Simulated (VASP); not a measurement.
A run of VASP 6.6.1:

The input INCAR:

```
SYSTEM = GePb3Se
PREC     = Accurate       ! precision mode
ENCUT    = 520            ! plane-wave cutoff, eV
EDIFF    = 1E-6           ! SCF threshold, eV
ISMEAR   = 0              ! smearing method
SIGMA    = 0.05           ! smearing width, eV
LREAL    = .FALSE.        ! projectors in reciprocal space
LASPH    = .TRUE.         ! aspherical terms in the spheres
NELM     = 80             ! most SCF steps
ALGO     = Normal         ! electronic algorithm
ISIF     = 2              ! what is computed and relaxed
LWAVE    = .FALSE.        ! write WAVECAR
LCHARG   = .TRUE.         ! write CHGCAR
GGA      = PS             ! functional
LELF     = .TRUE.         ! ELF
LVHAR    = .TRUE.       
NBANDS   = 39             ! bands
```

The input KPOINTS:

```
Automatic mesh
0
G
  4 4 4
  0 0 0
```

File POSCAR:

```
GePb3Se
1.0
    6.3400000000      0.0000000000      0.0000000000
    0.0000000000      6.3400000000      0.0000000000
    0.0000000000      0.0000000000      6.3400000000
Ge Se Pb
1 1 3
Direct
    0.0000000000      0.0000000000      0.0000000000
    0.5000000000      0.5000000000      0.5000000000
    0.5000000000      0.5000000000      0.0000000000
    0.5000000000      0.0000000000      0.5000000000
    0.0000000000      0.5000000000      0.5000000000
```

Potentials or basis: VASP PAW PBE potentials, release 64 (Ge_d, Se, Pb_d).

Launch:

```console
$ cat potpaw_PBE.64/Ge_d/POTCAR potpaw_PBE.64/Se/POTCAR potpaw_PBE.64/Pb_d/POTCAR > POTCAR
$ mpirun -np 1 vasp_std > vasp.out
```

Hardware: 1 thread of Intel Xeon 8259CL, with other jobs on the host.

Problem. Estimate the wall time of this run.

Solution. Run time: 2.9 min on 1 thread of Intel Xeon 8259CL, with other jobs on the host, peak memory 0.37 GiB. Counts: scf iterations 13, k points 10.
